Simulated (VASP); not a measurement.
# Ag (P6_3/mmc) in VASP: further runs

Ag is run at these levels: PBEsol; tasks: single point.

All numbers are computed with VASP 6.6.1; they aren't measurements. Logs are shortened: lines on timing, memory, paths and dates and some standing lists are left out, and cuts for length are marked.

### 1 The cell of the first run

It takes space group P6_3/mmc (No. 194, hexagonal). The conventional cell has a = 2.850 Å, b = 2.850 Å, c = 4.659 Å, α = 90.00°, β = 90.00°, γ = 120.00°. Ag (site symmetry -6m2) has 12 Ag at 2.85 Å within 3.8 Å.

### 2 Single point, PBEsol

Input file INCAR:

```
ALGO = Normal ; EDIFF = 1E-6
ENCUT = 500 ; GGA = PS
GGA_COMPAT = False ; ISIF = 2
ISMEAR = 1 ; LASPH = True
LCHARG = True ; LELF = True
LREAL = False ; LVHAR = True
LWAVE = False ; NBANDS = 18
NELM = 120 ; PREC = Accurate
SIGMA = 0.1
```

Input file KPOINTS:

```
k-points
0
Gamma
  11 11 6
```

Input file POSCAR:

```
Ag
1.0
    2.8496852608      0.0000000000      0.0000000000
   -1.4248426304      2.4678994074      0.0000000000
    0.0000000000      0.0000000000      4.6587004776
Ag
2
Direct
    0.3333333333      0.6666666667      0.2500000000
    0.6666666667      0.3333333333      0.7500000000
```

Potentials or basis: VASP PAW PBE potentials, release 64 (Ag).

The run is started by

```
$ cat potpaw_PBE.64/Ag/POTCAR > POTCAR
$ mpirun -np 1 vasp_std > vasp.out
```

OUTCAR:

```text
EDIFF = 1E-6
   ENCUT = 500
   GGA = PS
   ISIF = 2
   ISMEAR = 1
   LASPH = True
   LREAL = False
   NELM = 120
   PREC = Accurate

 ion  position               nearest neighbor table
   1  0.333  0.667  0.250-   2 2.85   2 2.85   2 2.85   2 2.85   2 2.85   2 2.85
   2  0.667  0.333  0.750-   1 2.85   1 2.85   1 2.85   1 2.85   1 2.85   1 2.85

  LATTYP: Found a hexagonal cell.
 ALAT       =     2.8496852608
 C/A-ratio  =     1.6348122867

  Lattice vectors:

 A1 = (   2.8496852608,   0.0000000000,   0.0000000000)
 A2 = (  -1.4248426304,   2.4678994074,   0.0000000000)
 A3 = (   0.0000000000,   0.0000000000,   4.6587004776)

Analysis of symmetry for initial positions (statically):
=====================================================================
 Subroutine PRICEL returns:
 Original cell was already a primitive cell.

 Routine SETGRP: Setting up the symmetry group for a
 hexagonal supercell.

 Subroutine GETGRP returns: Found 24 space group operations
 (whereof 12 operations were pure point group operations)
 out of a pool of 24 trial point group operations.

The static configuration has the point symmetry D_3d.
 The point group associated with its full space group is D_6h.

Analysis of symmetry for dynamics (positions and initial velocities):
=====================================================================
 Subroutine PRICEL returns:
 Original cell was already a primitive cell.

 Routine SETGRP: Setting up the symmetry group for a
 hexagonal supercell.

 Subroutine GETGRP returns: Found 24 space group operations
 (whereof 12 operations were pure point group operations)
 out of a pool of 24 trial point group operations.

The dynamic configuration has the point symmetry D_3d.
 The point group associated with its full space group is D_6h.

 Subroutine INISYM returns: Found 24 space group operations
 (whereof 12 operations are pure point group operations),
 and found     1 'primitive' translations

----------------------------------------------------------------------------------------

                                     Primitive cell

  volume of cell :      32.7634

  direct lattice vectors                    reciprocal lattice vectors
     2.849685261  0.000000000  0.000000000     0.350915946  0.202601451  0.000000000
    -1.424842630  2.467899407  0.000000000     0.000000000  0.405202901  0.000000000
     0.000000000  0.000000000  4.658700478     0.000000000  0.000000000  0.214652134

  length of vectors
     2.849685261  2.849684896  4.658700478     0.405202849  0.405202901  0.214652134

  position of ions in fractional coordinates (direct lattice)
     0.333333333  0.666666667  0.250000000
     0.666666667  0.333333333  0.750000000

  ion indices of the primitive-cell ions
   primitive index   ion index
                 1           1
                 2           2

----------------------------------------------------------------------------------------

 KPOINTS: k-points

Automatic generation of k-mesh.
 Grid dimensions read from file:
 generate k-points for:   11   11    6

 Generating k-lattice:

  Cartesian coordinates                     Fractional coordinates (reciprocal lattice)
     0.031901450  0.018418314  0.000000000     0.090909091  0.000000000  0.000000000
     0.000000000  0.036836627  0.000000000     0.000000000  0.090909091  0.000000000
     0.000000000  0.000000000  0.035775356     0.000000000  0.000000000  0.166666667

  Length of vectors
     0.036836623  0.036836627  0.035775356

  Shift w.r.t. Gamma in fractional coordinates (k-lattice)
     0.000000000  0.000000000  0.000000000

 Subroutine IBZKPT returns following result:
 ===========================================

 Found     64 irreducible k-points:

 Following reciprocal coordinates:
            Coordinates               Weight
  0.000000  0.000000  0.000000      1.000000
  0.090909 -0.000000  0.000000      6.000000
  0.181818  0.000000  0.000000      6.000000
  0.272727  0.000000  0.000000      6.000000
  0.363636  0.000000  0.000000      6.000000
  0.454545  0.000000  0.000000      6.000000
[... 16 lines left out ...]
  0.090909  0.090909  0.166667     12.000000
  0.181818  0.090909  0.166667     24.000000
 [... further k-points ...]
   k-points           NKPTS =     64   k-points in BZ     NKDIM =     64   number of bands    NBANDS=     18
   number of dos      NEDOS =    301   number of ions     NIONS =      2
   total plane-waves  NPLWV =  20736
   dimension x,y,z NGX =    24 NGY =   24 NGZ =   36
   dimension x,y,z NGXF=    48 NGYF=   48 NGZF=   72
   ions per type =               2
   NGX,Y,Z   is equivalent  to a cutoff of  14.00, 14.00, 12.85 a.u.
   NGXF,Y,Z  is equivalent  to a cutoff of  28.00, 28.00, 25.69 a.u.
 SYSTEM =  unknown system
   PREC   = accura    normal or accurate (medium, high low for compatibility)
   ISTART =      0    job   : 0-new  1-cont  2-samecut
   ICHARG =      2    charge: 1-file 2-atom 10-const
   ISPIN  =      1    spin polarized calculation?
   LNONCOLLINEAR =      F non collinear calculations
   LSORBIT =      F    spin-orbit coupling
   LASPH  =      T    aspherical Exc in radial PAW
   ENCUT  =  500.0 eV  36.75 Ry    6.06 a.u.   5.20  5.20  8.49*2*pi/ulx,y,z
   NELM   =    120;   NELMIN=  2; NELMDL= -5     # of ELM steps
   EDIFF  = 0.1E-05   stopping-criterion for ELM
   LREAL  =      F    real-space projection
   EDIFFG = 0.1E-04   stopping-criterion for IOM
   NSW    =      0    number of steps for IOM
   IBRION =     -1    ionic relax: 0-MD 1-quasi-New 2-CG
   NFREE  =      0    steps in history (QN), initial steepest desc. (CG)
   ISIF   =      2    stress and relaxation
   ISYM   =      2    0-nonsym 1-usesym 2-fastsym
   POTIM  = 0.5000    time-step for ionic-motion
   TEBEG  =    0.0;   TEEND  =   0.0 temperature during run
   PSTRESS=    0.0 pullay stress
   NELECT =      22.0000    total number of electrons
   NUPDOWN=      -1.0000    fix difference up-down
   EMIN   =  10.00;   EMAX   =-10.00  energy-range for DOS
   EFERMI =   0.00;   METHOD = LEGACY
   ISMEAR =     1;   SIGMA  =   0.10  broadening in eV -4-tet -1-fermi 0-gaus
   EFERMI_NEDOS =   21; number of points for ismear=-14 and -15
   IALGO  =     38    algorithm
   IMIX   =      4    mixing-type and parameters
     AMIX     =   0.40;   BMIX     =  1.00
     AMIX_MAG =   1.60;   BMIX_MAG =  1.00
  volume/ion in A,a.u.               =      16.38       110.55
  Fermi-wavevector in a.u.,A,eV,Ry     =   1.433571  2.709057 27.961702  2.055127
  Thomas-Fermi vector in A             =   2.553075
   LORBIT       =      0    0 simple, 1 ext, 2 COOP (PROOUT), +10 PAW based schemes
   GGA     = PS    functional components
   LHFCALC =     F    Hartree Fock is set to
   AEXX    =    0.0000 exact exchange contribution
   IVDW    =     0    specifies the selected vdW correction
   LEPSILON=     F    determine dielectric tensor
   LRPA    =     F    only Hartree local field effects (RPA)
 non-spin polarized calculation
 Methfessel and Paxton  Order N= 1 SIGMA  =   0.10
  energy-cutoff  :      500.00
  volume of cell :       32.76
 maximum number of plane-waves:       848
 NGX is ok and might be reduce to    24
   NGX = 11   NGY = 11   NGZ = 17

 number of electron      21.9999999 magnetization

 Free energy of the ion-electron system (eV)
  ---------------------------------------------------
  ext. energy  EPLUGINS =         0.00000000
  ---------------------------------------------------
  free energy    TOTEN  =        -6.60119309 eV

  energy without entropy =       -6.60068971  energy(sigma->0) =       -6.60102530

 E-fermi :   8.9197     XC(G=0): -12.6527

 val. band max:        8.8618645080   @ k =   0.2727   0.1818   0.5000
 cond. band min:       8.9487846409   @ k =   0.0909  -0.0000   0.0000
 fundamental gap:      0.0869201329
 Fermi energy:         8.9197270562

 k-point     1 :       0.0000    0.0000    0.0000
  band No.  band energies     occupation
      1       0.6677      2.00000
      2       2.1392      2.00000
      3       3.8623      2.00000
      4       3.9667      2.00000
      5       3.9667      2.00000
      6       4.2256      2.00000
[... 10 lines left out ...]
     17      27.5247      0.00000
     18      27.5247      0.00000

 k-point     2 :       0.0909   -0.0000    0.0000
  band No.  band energies     occupation
      1       0.9033      2.00000
      2       2.2788      2.00000
      3       3.7225      2.00000
      4       4.0895      2.00000
      5       4.0971      2.00000
      6       4.1859      2.00000
[... 10 lines left out ...]
     17      26.7061      0.00000
     18      27.7852      0.00000

 k-point     3 :       0.1818    0.0000    0.0000
  band No.  band energies     occupation
      1       1.5450      2.00000
      2       2.5740      2.00000
      3       3.5541      2.00000
      4       3.9919      2.00000
      5       4.0310      2.00000
      6       4.3542      2.00000
[... 10 lines left out ...]
     17      26.2631      0.00000
     18      27.0185      0.00000

 k-point     4 :       0.2727    0.0000    0.0000
  band No.  band energies     occupation
      1       2.2657      2.00000
      2       2.6271      2.00000
      3       3.3562      2.00000
      4       3.7534      2.00000
      5       4.0431      2.00000
      6       4.1473      2.00000
[... 10 lines left out ...]
     17      24.6459      0.00000
     18      26.3805      0.00000

 k-point     5 :       0.3636    0.0000    0.0000
  band No.  band energies     occupation
      1       2.3699      2.00000
      2       2.5972      2.00000
      3       2.8732      2.00000
      4       3.9769      2.00000
      5       4.2430      2.00000
      6       4.3201      2.00000
[... 10 lines left out ...]
     17      21.6415      0.00000
     18      25.4077      0.00000

 k-point     6 :       0.4545    0.0000    0.0000
  band No.  band energies     occupation
      1       2.2353      2.00000
      2       2.5812      2.00000
      3       2.6218      2.00000
      4       3.8822      2.00000
      5       4.2210      2.00000
      6       4.4064      2.00000
[... 10 lines left out ...]
     17      19.8210      0.00000
     18      24.8459      0.00000

 k-point     7 :       0.0909    0.0909    0.0000
  band No.  band energies     occupation
      1       1.3479      2.00000
      2       2.5134      2.00000
      3       3.5499      2.00000
      4       4.0932      2.00000
      5       4.2146      2.00000
      6       4.2456      2.00000
[... 10 lines left out ...]
     17      26.9650      0.00000
     18      27.0759      0.00000

 k-point     8 :       0.1818    0.0909    0.0000
  band No.  band energies     occupation
      1       2.0899      2.00000
      2       2.7576      2.00000
      3       3.4260      2.00000
      4       3.6177      2.00000
      5       4.0289      2.00000
      6       4.1133      2.00000
[... 10 lines left out ...]
     17      26.1835      0.00000
     18      26.4504      0.00000
[... 229 lines left out ...]
     17      25.5751      0.00000
     18      26.6521      0.00000

 k-point    20 :       0.2727    0.0000    0.1667
  band No.  band energies     occupation
      1       2.2991      2.00000
      2       2.7060      2.00000
      3       3.4281      2.00000
      4       3.6196      2.00000
      5       3.9488      2.00000
      6       4.2061      2.00000
[... 10 lines left out ...]
     17      25.2229      0.00000
     18      26.3199      0.00000

 k-point    21 :       0.3636    0.0000    0.1667
  band No.  band energies     occupation
      1       2.3351      2.00000
      2       2.5031      2.00000
      3       3.1619      2.00000
      4       3.6180      2.00000
      5       4.0738      2.00000
      6       4.3068      2.00000
[... 10 lines left out ...]
     17      23.4210      0.00000
     18      25.5529      0.00000

 k-point    22 :       0.4545    0.0000    0.1667
  band No.  band energies     occupation
      1       2.2477      2.00000
      2       2.3137      2.00000
      3       3.0198      2.00000
      4       3.6175      2.00000
      5       3.9919      2.00000
      6       4.4951      2.00000
[... 10 lines left out ...]
     17      21.1929      0.00000
     18      25.0286      0.00000

 k-point    23 :       0.0909    0.0909    0.1667
  band No.  band energies     occupation
      1       1.5457      2.00000
      2       2.5809      2.00000
      3       3.5759      2.00000
      4       3.9132      2.00000
      5       3.9716      2.00000
      6       4.2092      2.00000
[... 10 lines left out ...]
     17      25.9330      0.00000
     18      27.4185      0.00000

 k-point    24 :       0.1818    0.0909    0.1667
  band No.  band energies     occupation
      1       2.2092      2.00000
      2       2.8353      2.00000
      3       3.4173      2.00000
      4       3.6013      2.00000
      5       3.8825      2.00000
      6       4.2274      2.00000
[... 10 lines left out ...]
     17      25.3933      0.00000
     18      27.0523      0.00000

 [... further k-points ...]
[... 5 lines left out ...]
  --------------------------------------------------------------------------------------
  -------------------------------------------------------------------------------------
  Total        0.3048998      0.3048997      0.5489367      0.0000000      0.0000000      0.0000000
  in kB       14.9100333     14.9100282     26.8437828      0.0000000      0.0000000      0.0000000
  external PRESSURE =      18.8879481 kB  Pullay stress =       0.0000000 kB

 VOLUME and BASIS-vectors are now :
 -----------------------------------------------------------------------------
  energy-cutoff  :      500.00
  volume of cell :       32.76
      direct lattice vectors                 reciprocal lattice vectors
     2.849685261  0.000000000  0.000000000     0.350915946  0.202601451  0.000000000
    -1.424842630  2.467899407  0.000000000     0.000000000  0.405202901  0.000000000
     0.000000000  0.000000000  4.658700478     0.000000000  0.000000000  0.214652134

 POSITION                                       TOTAL-FORCE (eV/Angst)
 -----------------------------------------------------------------------------------
     -0.00000      1.64527      1.16468        -0.000000      0.000000      0.000000
      1.42484      0.82263      3.49403         0.000000      0.000000     -0.000000
 -----------------------------------------------------------------------------------
    total drift:                               -0.000000      0.000000     -0.000000

  FREE ENERGIE OF THE ION-ELECTRON SYSTEM (eV)
  ---------------------------------------------------
  free  energy   TOTEN  =        -6.6011930923 eV

  energy  without entropy=       -6.6006897099  energy(sigma->0) =       -6.60102530
```

Run time: 25 s. Hardware: 1 thread of Intel Xeon Platinum 8488C (Sapphire Rapids), shared host; peak memory 0.16 GiB.

What came out:

- Free energy: -6.6012 eV
- Pressure: 1.9 GPa
- Band gap on the k mesh: zero (band 11 reaches 12.36 eV, above the bottom of band 12 at 5.37 eV)

Stress tensor (GPa, compression positive):
```
1.49 0.00 0.00
0.00 1.49 0.00
0.00 0.00 2.68
```

Caveat: the PAW data sets were made with another functional, which shifts forces and pressure a little.

(Continued in part 2 of 2.)
